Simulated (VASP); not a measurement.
Wanted: the native input for a VASP 6.6.1 run.

| Quantity | Value |
| --- | --- |
| Task | single point |
| Functional | PBE |
| Potentials or basis | VASP PAW PBE potentials, release 64 (Be, H) |
| Cutoff | 520 eV |
| k mesh | 5 × 5 × 3 |
| Occupations | fermi-dirac, width 0.15 eV |
| Spin | no spin polarisation |
| Dipole correction | no |
| Further INCAR settings | LREAL = Auto; ALGO = Normal; EDIFF = 1e-07; NBANDS = 30 |

The structure of Be16H (a cell with a defect) lies in POSCAR:

```
Be16H
1.0
   -2.2900000000     -3.9663960000      0.0000000000
    3.4350000000     -1.9831980000      0.0000000000
    0.0000000000      0.0000000000      7.1768600000
Be H
16 1
Direct
    0.7501031648      0.4987756178      0.0016227152
    0.5003067121      0.3338932666      0.2505767146
    0.7500103867      0.4978261385      0.4983378525
    0.5105815142      0.3386709367      0.7545795794
    0.5012544471     -0.0020379377      0.0014376761
    0.2500996452      0.8377412482      0.2481220199
    0.5066382720     -0.0071051986      0.4951395178
    0.2501789079      0.8245885587      0.7540470345
    0.2501772553      0.4997533958      0.0041837238
   -0.0002100307      0.3337851615      0.2505303155
    0.2502253923      0.5096178016      0.4964873218
   -0.0103680928      0.3381825524      0.7545542201
   -0.0010943440     -0.0019566369      0.0015726934
    0.7500167962      0.8287177477      0.2459610470
   -0.0063488239     -0.0069257079      0.4950123034
    0.7498985914      0.8304572851      0.7492704330
    0.2503654448      0.1755792922      0.6666483671
```

These files were run (other wordings do the same):

INCAR

```
SYSTEM = Be16H
PREC = Accurate
ENCUT = 520
EDIFF = 1E-7
ISMEAR = -1
SIGMA = 0.15
LREAL = Auto
LASPH = .True.
NELM = 100
ALGO = Normal
ISIF = 2
LWAVE = .False.
LCHARG = .True.
GGA = PE
LELF = .True.
LVHAR = .True.
NBANDS = 30
```

KPOINTS

```
Automatic mesh
0
Gamma
  5 5 3
  0 0 0
```

Potentials or basis: VASP PAW PBE potentials, release 64 (Be, H).

Run with:

```bash
$ cat potpaw_PBE.64/Be/POTCAR potpaw_PBE.64/H/POTCAR > POTCAR
$ mpirun -np 1 vasp_std > vasp.out
```

It gave:

The pressure is 0.5 GPa. The largest force is 0.710 eV/Å and the band gap on the k mesh is zero (an odd number of electrons rules out a gap without spin polarisation).

It took 3.3 min on 1 thread of Intel(R) Xeon(R) Platinum 8259CL CPU @ 2.50GHz (Skylake/Cascade Lake) (shared host), peak memory 0.27 GiB.
